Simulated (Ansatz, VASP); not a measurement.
One calculation of TePb, two programs

Contents of INCAR:

```
PREC = Accurate ; ENCUT = 520
EDIFF = 1E-8 ; ISMEAR = -1
SIGMA = 0.03 ; LREAL = False
LASPH = True ; NELM = 60
ALGO = Normal ; ISIF = 2
LWAVE = False ; LCHARG = False
GGA = PS ; LEFG = True
NBANDS = 17
```

The input KPOINTS:

```
regular mesh
0
Gamma
  10 10 10
```

Contents of POSCAR:

```
TePb
1.0
    0.0000000000      3.1947300000      3.2270000000
    3.1947300000      0.0000000000      3.2270000000
    3.1947300000      3.1947300000      0.0000000000
Te Pb
1 1
Direct
    0.5000000000      0.5000000000      0.5000000000
    0.0000000000      0.0000000000      0.0000000000
```

Input for Ansatz:

```yaml
crystal:
  lattice:
    - [0.0, 3.19473, 3.227]
    - [3.19473, 0.0, 3.227]
    - [3.19473, 3.19473, 0.0]
  atoms:
    - { symbol: Te, position: [0.5, 0.5, 0.5] }
    - { symbol: Pb, position: [0.0, 0.0, 0.0] }
kpoints:
  mp_grid: { grid: [10, 10, 10] }
scf:
  occupations: { method: fermi_dirac, width: 0.03 }
hamiltonian:
  xc: pbesol
  pseudopotentials: { kind: all_electron, datasets: crystal }
output:
  forces: true
  stress: true
  eigenvalues: true
  efg: { contact_densities: true }
```

Change from the starting cell: equal xx and yy strain of -1 %, crystal datasets.

Alike in both runs: task electric field gradients; functional PBEsol; k mesh 10 × 10 × 10; occupations fermi-dirac, width 0.03 eV; no spin polarisation.

```csv
,VASP,Ansatz
version,VASP 6.6.1,Ansatz 0.2.0
potentials or method,"VASP PAW PBE potentials, release 64 (Te, Pb_d), cutoff 520 eV","all-electron PAW with datasets made for the crystal, scalar-relativistic"
```

```tsv
	VASP	Ansatz	Ansatz less VASP
pressure (GPa)	0.7	0.7	+0.03
traceless stress, the component that is largest in VASP (GPa)	-0.86	-0.85	+0.002
size of Vzz on the site where it differs most (V/Å²)	33.1	35.0	+1.90
```

VASP's potentials were made for PBE, not for PBEsol. Ansatz ran all-electron here, and VASP with PAW potentials.

Spin-orbit coupling is off throughout.
